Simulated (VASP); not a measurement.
# Li27H20F7 (P1) in VASP: further runs

Li27H20F7 is run at these levels: PBEsol, revPBE; tasks: single point.

Program: VASP 6.6.1. These are calculated values, not measurements. Logs are shortened: lines on timing, memory, paths and dates and some standing lists are left out, and cuts for length are marked.

## (1) The cell of the first run

The typed cell holds 54 atoms: a = 8.457 Å, b = 8.457 Å, c = 8.457 Å, α = 60.00°, β = 60.00°, γ = 60.00°.

## (2) Single point, PBEsol

INCAR reads:

```
SYSTEM = Li27H20F7
PREC = Accurate
ENCUT = 520
EDIFF = 1E-7
ISMEAR = -1
SIGMA = 0.05
LREAL = Auto
LASPH = .TRUE.
NELM = 60
ALGO = Normal
ISIF = 2
LWAVE = .FALSE.
LCHARG = .FALSE.
GGA = PS
ISYM = 0
NBANDS = 108
```

KPOINTS reads:

```
Automatic mesh
0
Gamma
  1 1 1
  0.25 0.25 0.25
```

POSCAR reads:

```
Li27H20F7
1.0
    0.0000000000      5.9803110000      5.9803110000
    5.9803110000      0.0000000000      5.9803110000
    5.9803110000      5.9803110000      0.0000000000
H F Li
20 7 27
Direct
    0.4939070000      0.1687640000      0.1748130000
    0.1719730000      0.5015560000      0.4999030000
    0.5084210000      0.8315010000      0.1601080000
    0.5090930000      0.1639600000      0.8332020000
    0.8385410000      0.4955880000      0.4914420000
    0.1681000000      0.5045570000      0.1673560000
    0.5072810000      0.1700030000      0.4898210000
    0.8275590000      0.4893630000      0.1772430000
    0.1669210000      0.4996100000      0.8354760000
    0.8232260000      0.5082010000      0.8409830000
    0.4990660000      0.4990420000      0.1689440000
    0.1650780000      0.8372050000      0.4942430000
    0.4923780000      0.5089100000      0.8416470000
    0.1706850000      0.1644780000      0.1602440000
    0.8302800000      0.1692480000      0.1718640000
    0.1663400000      0.8359240000      0.1729700000
    0.1576300000      0.1623260000      0.8333870000
    0.8314950000      0.8434230000      0.1659800000
    0.8353870000      0.1691160000      0.8354960000
    0.8308150000      0.8357340000      0.8342660000
    0.4908330000      0.8377970000      0.8317220000
    0.4975970000      0.8386590000      0.4976420000
    0.1645340000      0.1679650000      0.4898020000
    0.8365150000      0.1568810000      0.5018730000
    0.8263110000      0.8348730000      0.4935500000
    0.5012950000      0.5088840000      0.4945530000
    0.1615240000      0.8315470000      0.8391910000
    0.9947280000      0.9970210000      0.0069340000
    0.6628130000      0.9969050000      0.0020890000
    0.0044710000      0.6670030000      0.9929280000
    0.9942500000      0.0110540000      0.6686380000
    0.3295640000      0.3399910000      0.3239430000
    0.6635160000      0.6676750000      0.0062530000
    0.6753270000      0.0030660000      0.6618430000
    0.9906680000      0.6754070000      0.6604440000
    0.6535450000      0.6724250000      0.6708440000
    0.0115990000      0.9945330000      0.3355700000
    0.3214630000      0.3471880000      0.0135150000
    0.6654950000      0.9961460000      0.3354970000
    0.9929670000      0.6744270000      0.3336270000
    0.3393010000      0.3218650000      0.6676980000
    0.6646840000      0.6739340000      0.3337250000
    0.9972270000      0.3336750000      0.9969970000
    0.3356760000      0.9954520000      0.3338020000
    0.6670570000      0.3369640000      0.0033810000
    0.9980820000      0.3302420000      0.6723920000
    0.3327410000      0.6654930000      0.3369790000
    0.6700940000      0.3261570000      0.6634840000
    0.3456540000      0.9843850000      0.9991020000
    0.0018640000      0.3352620000      0.3380150000
    0.3386950000      0.6648080000      0.0006140000
    0.3304660000      0.0018950000      0.6699490000
    0.6620620000      0.3407230000      0.3320890000
    0.3398150000      0.6768890000      0.6662930000
```

Potentials or basis: VASP PAW PBE potentials, release 64 (H, F, Li_sv).

Started as:

```bash
$ cat potpaw_PBE.64/H/POTCAR potpaw_PBE.64/F/POTCAR potpaw_PBE.64/Li_sv/POTCAR > POTCAR
$ mpirun -np 1 vasp_std > vasp.out
```

OUTCAR:

```text
SYSTEM = Li27H20F7
   PREC = Accurate
   ENCUT = 520
   EDIFF = 1E-7
   ISMEAR = -1
   LREAL = Auto
   LASPH = .TRUE.
   NELM = 60
   ISIF = 2
   GGA = PS
   ISYM = 0

 ion  position               nearest neighbor table
   1  0.494  0.169  0.175-
   2  0.172  0.502  0.500-
   3  0.508  0.832  0.160-
   4  0.509  0.164  0.833-
   5  0.839  0.496  0.491-
   6  0.168  0.505  0.167-
[... 12 lines left out ...]
  19  0.835  0.169  0.835-
  20  0.831  0.836  0.834-
  21  0.491  0.838  0.832-  49 1.88  52 1.93  51 1.95  36 1.95  33 2.08  34 2.09
  22  0.498  0.839  0.498-  54 1.91  39 1.95  44 1.95  42 1.97  36 1.97  52 2.01
  23  0.165  0.168  0.490-  50 1.88  31 1.96  44 1.97  32 2.02  46 2.06  52 2.07
  24  0.837  0.157  0.502-  34 1.88  31 1.95  37 1.97  48 1.98  50 2.06  53 2.06
  25  0.826  0.835  0.494-  39 1.91  40 1.92  35 1.98  36 2.01  34 2.02  37 2.07
  26  0.501  0.509  0.495-  47 1.95  42 1.96  53 1.98  48 2.02  54 2.03  41 2.09
  27  0.162  0.832  0.839-  30 1.92  54 1.96  28 1.99  31 2.02  51 2.03  52 2.03
  28  0.995  0.997  0.007-  27 1.99
  29  0.663  0.997  0.002-
  30  0.004  0.667  0.993-  27 1.92
  31  0.994  0.011  0.669-  24 1.95  23 1.96  27 2.02
  32  0.330  0.340  0.324-  23 2.02
  33  0.664  0.668  0.006-  21 2.08
  34  0.675  0.003  0.662-  24 1.88  25 2.02  21 2.09
  35  0.991  0.675  0.660-  25 1.98
  36  0.654  0.672  0.671-  21 1.95  22 1.97  25 2.01
  37  0.012  0.995  0.336-  24 1.97  25 2.07
  38  0.321  0.347  0.014-
  39  0.665  0.996  0.335-  25 1.91  22 1.95
  40  0.993  0.674  0.334-  25 1.92
  41  0.339  0.322  0.668-  26 2.09
  42  0.665  0.674  0.334-  26 1.96  22 1.97
  43  0.997  0.334  0.997-
  44  0.336  0.995  0.334-  22 1.95  23 1.97
  45  0.667  0.337  0.003-
  46  0.998  0.330  0.672-  23 2.06
  47  0.333  0.665  0.337-  26 1.95
  48  0.670  0.326  0.663-  24 1.98  26 2.02
  49  0.346  0.984  0.999-  21 1.88
  50  0.002  0.335  0.338-  23 1.88  24 2.06
  51  0.339  0.665  0.001-  21 1.95  27 2.03
  52  0.330  0.002  0.670-  21 1.93  22 2.01  27 2.03  23 2.07
  53  0.662  0.341  0.332-  26 1.98  24 2.06
  54  0.340  0.677  0.666-  22 1.91  27 1.96  26 2.03

IMPORTANT INFORMATION: All symmetrisations will be switched off!
NOSYMM: (Re-)initialisation of all symmetry stuff for point group C_1.

----------------------------------------------------------------------------------------

                                     Primitive cell

  volume of cell :     427.7611

  direct lattice vectors                    reciprocal lattice vectors
     0.000000000  5.980311000  5.980311000    -0.083607692  0.083607692  0.083607692
     5.980311000  0.000000000  5.980311000     0.083607692 -0.083607692  0.083607692
     5.980311000  5.980311000  0.000000000     0.083607692  0.083607692 -0.083607692

  length of vectors
     8.457436923  8.457436923  8.457436923     0.144812770  0.144812770  0.144812770

  position of ions in fractional coordinates (direct lattice)
     0.493907000  0.168764000  0.174813000
     0.171973000  0.501556000  0.499903000
     0.508421000  0.831501000  0.160108000
     0.509093000  0.163960000  0.833202000
     0.838541000  0.495588000  0.491442000
     0.168100000  0.504557000  0.167356000
[... 46 lines left out ...]
     0.662062000  0.340723000  0.332089000
     0.339815000  0.676889000  0.666293000

  ion indices of the primitive-cell ions
   primitive index   ion index
                 1           1
                 2           2
                 3           3
                 4           4
                 5           5
                 6           6
[... 46 lines left out ...]
                53          53
                54          54

----------------------------------------------------------------------------------------

 KPOINTS: Automatic mesh

Automatic generation of k-mesh.
 Grid dimensions read from file:
 generate k-points for:    1    1    1

 Generating k-lattice:

  Cartesian coordinates                     Fractional coordinates (reciprocal lattice)
[... 44 lines left out ...]
 non-spin polarized calculation
  energy-cutoff  :      520.00
  volume of cell :      427.76
 maximum number of plane-waves:     11510
 NGX is ok and might be reduce to    64
   NGX = 31   NGY = 31   NGZ = 31

 number of electron     149.9999985 magnetization

 Free energy of the ion-electron system (eV)
  ---------------------------------------------------
  ext. energy  EPLUGINS =         0.00000000
  ---------------------------------------------------
  free energy    TOTEN  =      -190.36151442 eV

  energy without entropy =     -190.36151442  energy(sigma->0) =     -190.36151442

 E-fermi :   1.5472     XC(G=0):  -9.0962

 val. band max:        0.3668540868   @ k =   0.0000   0.0000  -0.2500
 cond. band min:       5.2193459974   @ k =   0.2500   0.0000   0.0000
 fundamental gap:      4.8524919105
 Fermi energy:         1.5471752246

 k-point     1 :       0.2500    0.2500    0.2500
  band No.  band energies     occupation
      1     -43.0969      2.00000
      2     -43.0625      2.00000
      3     -42.9969      2.00000
      4     -42.9794      2.00000
      5     -42.9551      2.00000
      6     -42.9292      2.00000
[... 79 lines left out ...]
     86       6.7922      0.00000
     87       6.9020      0.00000

 k-point     2 :       0.2500    0.0000    0.0000
  band No.  band energies     occupation
      1     -43.0969      2.00000
      2     -43.0626      2.00000
      3     -42.9965      2.00000
      4     -42.9801      2.00000
      5     -42.9548      2.00000
      6     -42.9292      2.00000
[... 79 lines left out ...]
     86       6.7290      0.00000
     87       6.8322      0.00000

 k-point     3 :       0.0000    0.0000   -0.2500
  band No.  band energies     occupation
      1     -43.0969      2.00000
      2     -43.0625      2.00000
      3     -42.9967      2.00000
      4     -42.9794      2.00000
      5     -42.9551      2.00000
      6     -42.9292      2.00000
[... 79 lines left out ...]
     86       6.6843      0.00000
     87       6.8350      0.00000

 k-point     4 :       0.0000    0.2500    0.0000
  band No.  band energies     occupation
      1     -43.0969      2.00000
      2     -43.0626      2.00000
      3     -42.9965      2.00000
      4     -42.9801      2.00000
      5     -42.9548      2.00000
      6     -42.9292      2.00000
[... 79 lines left out ...]
     86       6.7453      0.00000
     87       6.8525      0.00000
 [bands above 87 left out]

------------------------ aborting loop because EDIFF is reached ----------------------------------------

  FORCE on cell =-STRESS in cart. coord.  units (eV):
  Direction    XX          YY          ZZ          XY          YZ          ZX
  --------------------------------------------------------------------------------------
  -------------------------------------------------------------------------------------
  Total        1.7395581      1.4589866      1.2541162      0.1645628     -0.3483580      0.0929164
  in kB        6.5155068      5.4646276      4.6972866      0.6163692     -1.3047733      0.3480179
  external PRESSURE =       5.5591403 kB  Pullay stress =       0.0000000 kB

 VOLUME and BASIS-vectors are now :
 -----------------------------------------------------------------------------
  energy-cutoff  :      520.00
  volume of cell :      427.76
      direct lattice vectors                 reciprocal lattice vectors
     0.000000000  5.980311000  5.980311000    -0.083607692  0.083607692  0.083607692
     5.980311000  0.000000000  5.980311000     0.083607692 -0.083607692  0.083607692
     5.980311000  5.980311000  0.000000000     0.083607692  0.083607692 -0.083607692

 POSITION                                       TOTAL-FORCE (eV/Angst)
 -----------------------------------------------------------------------------------
      2.05470      3.99915      3.96298        -0.188242     -0.136029      0.139311
      5.98904      4.01803      4.02791        -0.003475     -0.111747     -0.176140
      5.93013      3.99801      8.01315         0.107002     -0.015987     -0.058352
      5.96334      8.02734      4.02507         0.025468     -0.115908     -0.095014
      5.90275      7.95371      7.97851         0.294266      0.067350      0.001210
      4.01825      2.00613      4.02270         0.054705     -0.086788     -0.062413
[... 46 lines left out ...]
      4.02363      5.94533      5.99697        -0.100254      0.141079     -0.057014
      8.03265      6.01684      6.08021        -0.191863     -0.160662     -0.445800
 -----------------------------------------------------------------------------------
    total drift:                               -0.006085      0.011888     -0.005086

  FREE ENERGIE OF THE ION-ELECTRON SYSTEM (eV)
  ---------------------------------------------------
  free  energy   TOTEN  =      -190.3615144212 eV

  energy  without entropy=     -190.3615144211  energy(sigma->0) =     -190.36151442
```

Wall time 9.3 min (1 thread of Oxide Virtual Turin-like, shared host); peak memory 0.56 GiB.

Results:

| Property | Result |
| --- | --- |
| Free energy | -190.3615 eV |
| Largest force | 0.594 eV/Å |
| Band gap on the k mesh | 4.85 eV, indirect (least direct gap 4.91 eV) |

Forces on the atoms (eV/Å):
```
H   -0.188 -0.136  0.139
H   -0.003 -0.112 -0.176
H    0.107 -0.016 -0.058
H    0.025 -0.116 -0.095
H    0.294  0.067  0.001
H    0.055 -0.087 -0.062
H    0.224 -0.012 -0.196
H    0.027 -0.124  0.382
H   -0.027 -0.024 -0.027
H   -0.205 -0.022  0.036
H    0.040 -0.085  0.063
H    0.003  0.172 -0.055
H   -0.241  0.036 -0.029
H    0.061  0.035  0.054
H   -0.168 -0.100  0.044
H   -0.175 -0.034 -0.045
H    0.072  0.094  0.210
H   -0.181 -0.045 -0.181
H    0.028 -0.109 -0.083
H   -0.020  0.013 -0.048
F   -0.125  0.201  0.139
F    0.013  0.098 -0.128
F    0.278  0.394 -0.008
F    0.240 -0.047  0.195
F    0.183  0.417 -0.021
F    0.037  0.215 -0.175
F   -0.052 -0.092  0.261
Li   0.023 -0.005  0.147
Li   0.137  0.011  0.202
Li   0.092 -0.027 -0.092
Li  -0.205  0.107 -0.044
Li   0.140  0.329 -0.091
Li  -0.164  0.024  0.027
Li  -0.081 -0.121 -0.209
Li  -0.088  0.235  0.011
Li  -0.087  0.180  0.183
Li   0.101 -0.367 -0.014
Li  -0.587 -0.053 -0.076
Li   0.148 -0.101  0.232
Li  -0.087  0.137  0.015
Li   0.278 -0.133  0.188
Li  -0.220  0.043 -0.132
Li   0.053  0.204  0.020
Li   0.134 -0.181  0.113
Li  -0.089 -0.001 -0.146
Li  -0.043 -0.111  0.152
Li  -0.003  0.089 -0.064
Li   0.174 -0.100  0.035
Li   0.418 -0.206  0.101
Li  -0.224 -0.232 -0.150
Li   0.197 -0.105 -0.055
Li  -0.027 -0.177  0.012
Li  -0.100  0.141 -0.057
Li  -0.192 -0.161 -0.446
```

Levels at points of the mesh, in eV from the valence-band top:
```tsv
k point	band 72	band 73	band 74	band 75	band 76	band 77	band 78	band 79
(0.25, 0.25, 0.25)	-0.53	-0.29	-0.23	-0.12	4.95	5.09	5.23	5.43
```

Caveat: the k points lie up to 0.91 Å⁻¹ apart; the cutoff is under 1.25 times the usual one of these potentials, so pressure, stress and relaxed cells hold a basis-set (Pulay) error; the PAW data sets were made with another functional, which shifts forces and pressure a little. A k mesh can miss the band edges.

## (3) Single point, PBEsol

INCAR reads:

```
SYSTEM = Li27H20F7
PREC = Accurate ; ENCUT = 520
EDIFF = 1E-7 ; ISMEAR = 1
SIGMA = 0.05 ; LREAL = Auto
LASPH = .TRUE. ; NELM = 80
ALGO = Normal ; ISIF = 2
LWAVE = .FALSE. ; LCHARG = .FALSE.
GGA = PS ; NBANDS = 108
ISYM = 0
```

KPOINTS is that of step 2.

POSCAR is that of step 2.

Potentials or basis: VASP PAW PBE potentials, release 64 (H, F, Li_sv).

Started as:

```bash
$ cat potpaw_PBE.64/H/POTCAR potpaw_PBE.64/F/POTCAR potpaw_PBE.64/Li_sv/POTCAR > POTCAR
$ mpirun -np 1 vasp_std > vasp.out
```

It took 9.4 min on 1 thread of Oxide Virtual Turin-like, shared host; peak memory 0.55 GiB.

Results (log left out):

```yaml
Free_energy: -190.3607 eV
Largest_force: 0.594 eV/Å
Band_gap_on_the_k_mesh: 4.85 eV, indirect (least direct gap 4.91 eV)
```

Forces on the atoms (eV/Å):
```
H   -0.188 -0.136  0.139
H   -0.004 -0.112 -0.176
H    0.107 -0.016 -0.058
H    0.025 -0.116 -0.095
H    0.294  0.067  0.001
H    0.055 -0.087 -0.063
H    0.224 -0.012 -0.196
H    0.027 -0.123  0.382
H   -0.027 -0.025 -0.027
H   -0.205 -0.022  0.037
H    0.040 -0.085  0.063
H    0.003  0.172 -0.055
H   -0.241  0.035 -0.029
H    0.061  0.036  0.054
H   -0.168 -0.100  0.045
H   -0.175 -0.033 -0.045
H    0.072  0.094  0.210
H   -0.181 -0.045 -0.181
H    0.027 -0.109 -0.083
H   -0.020  0.013 -0.048
F   -0.125  0.201  0.139
F    0.013  0.098 -0.128
F    0.278  0.394 -0.008
F    0.241 -0.047  0.195
F    0.184  0.417 -0.021
F    0.037  0.215 -0.175
F   -0.052 -0.092  0.261
Li   0.024 -0.005  0.147
Li   0.137  0.011  0.202
Li   0.091 -0.027 -0.092
Li  -0.204  0.108 -0.044
Li   0.141  0.329 -0.091
Li  -0.164  0.024  0.026
Li  -0.081 -0.121 -0.209
Li  -0.088  0.235  0.010
Li  -0.086  0.180  0.182
Li   0.100 -0.369 -0.014
Li  -0.586 -0.053 -0.075
Li   0.147 -0.101  0.233
Li  -0.087  0.137  0.016
Li   0.279 -0.134  0.189
Li  -0.220  0.042 -0.132
Li   0.053  0.204  0.019
Li   0.134 -0.182  0.113
Li  -0.089 -0.001 -0.146
Li  -0.043 -0.111  0.153
Li  -0.004  0.089 -0.064
Li   0.175 -0.100  0.034
Li   0.418 -0.205  0.100
Li  -0.225 -0.232 -0.150
Li   0.197 -0.105 -0.056
Li  -0.028 -0.177  0.012
Li  -0.101  0.141 -0.057
Li  -0.192 -0.159 -0.446
```

Levels at points of the mesh, in eV from the valence-band top:
```tsv
k point	band 71	band 72	band 73	band 74	band 75	band 76	band 77	band 78	band 79	band 80
(0.25, 0.25, 0.25)	-0.63	-0.53	-0.29	-0.23	-0.12	4.95	5.09	5.23	5.43	5.61
```

Caveat: the k points lie up to 0.91 Å⁻¹ apart; the cutoff is under 1.25 times the usual one of these potentials, so pressure, stress and relaxed cells hold a basis-set (Pulay) error; the PAW data sets were made with another functional, which shifts forces and pressure a little.

## (4) Single point, revPBE

INCAR reads:

```
SYSTEM = Li27H20F7
ALGO = Normal
EDIFF = 1E-7
ENCUT = 520
GGA = RE
ISIF = 2
ISMEAR = -1
ISYM = 0
LASPH = .TRUE.
LCHARG = .FALSE.
LREAL = Auto
LWAVE = .FALSE.
NBANDS = 108
NELM = 80
PREC = Accurate
SIGMA = 0.05
```

KPOINTS is that of step 3.

POSCAR is that of step 3.

Started as:

```bash
$ cat potpaw_PBE.64/H/POTCAR potpaw_PBE.64/F/POTCAR potpaw_PBE.64/Li_sv/POTCAR > POTCAR
$ mpirun -np 1 vasp_std > vasp.out
```

Run time: 10 min. Hardware: 1 thread of Oxide Virtual Turin-like, shared host; peak memory 0.56 GiB.

Results (log left out):

* Free energy: -183.3039 eV
* Largest force: 0.596 eV/Å
* Band gap on the k mesh: 5.19 eV, indirect (least direct gap 5.24 eV)

Forces in eV/Å, atoms in the order of the input:
```
H   -0.199 -0.145  0.152
H    0.001 -0.114 -0.188
H    0.108 -0.022 -0.050
H    0.026 -0.121 -0.095
H    0.303  0.075  0.005
H    0.052 -0.087 -0.066
H    0.248 -0.019 -0.201
H    0.020 -0.130  0.409
H   -0.022 -0.024 -0.041
H   -0.221 -0.016  0.036
H    0.037 -0.094  0.062
H   -0.011  0.168 -0.062
H   -0.257  0.047 -0.032
H    0.047  0.031  0.062
H   -0.182 -0.122  0.055
H   -0.175 -0.028 -0.043
H    0.084  0.088  0.234
H   -0.191 -0.050 -0.189
H    0.040 -0.122 -0.082
H   -0.021  0.024 -0.055
F   -0.102  0.249  0.173
F   -0.009  0.081 -0.118
F    0.307  0.421  0.027
F    0.249 -0.068  0.217
F    0.169  0.459 -0.009
F    0.052  0.226 -0.213
F   -0.039 -0.105  0.234
Li   0.103 -0.008  0.144
Li   0.141  0.006  0.201
Li   0.080 -0.030 -0.179
Li  -0.188  0.122 -0.119
Li   0.137  0.326 -0.018
Li  -0.166  0.089  0.030
Li  -0.010 -0.114 -0.241
Li  -0.091  0.318  0.009
Li  -0.162  0.265  0.112
Li   0.018 -0.359  0.056
Li  -0.586 -0.054 -0.083
Li   0.148 -0.194  0.322
Li  -0.177  0.138  0.019
Li   0.282 -0.135  0.132
Li  -0.303  0.043 -0.054
Li   0.053  0.204  0.019
Li   0.055 -0.268  0.115
Li  -0.089  0.009 -0.145
Li   0.023 -0.102  0.150
Li   0.000  0.007 -0.077
Li   0.246 -0.031  0.027
Li   0.526 -0.196  0.098
Li  -0.212 -0.330 -0.086
Li   0.194 -0.032 -0.142
Li   0.052 -0.203  0.081
Li  -0.182  0.077 -0.054
Li  -0.209 -0.155 -0.536
```

Levels at points of the mesh, in eV from the valence-band top:
```
           k point  band 73  band 74  band 75  band 76  band 77  band 78
(0.25, 0.25, 0.25)    -0.28    -0.22    -0.11     5.28     5.43     5.57
```

Caveat: the k points lie up to 0.91 Å⁻¹ apart; the cutoff is under 1.25 times the usual one of these potentials, so pressure, stress and relaxed cells hold a basis-set (Pulay) error; the PAW data sets were made with another functional, which shifts forces and pressure a little. revPBE gaps usually lie below the measured ones, often by a third to a half.

[end of part 1 of 2]
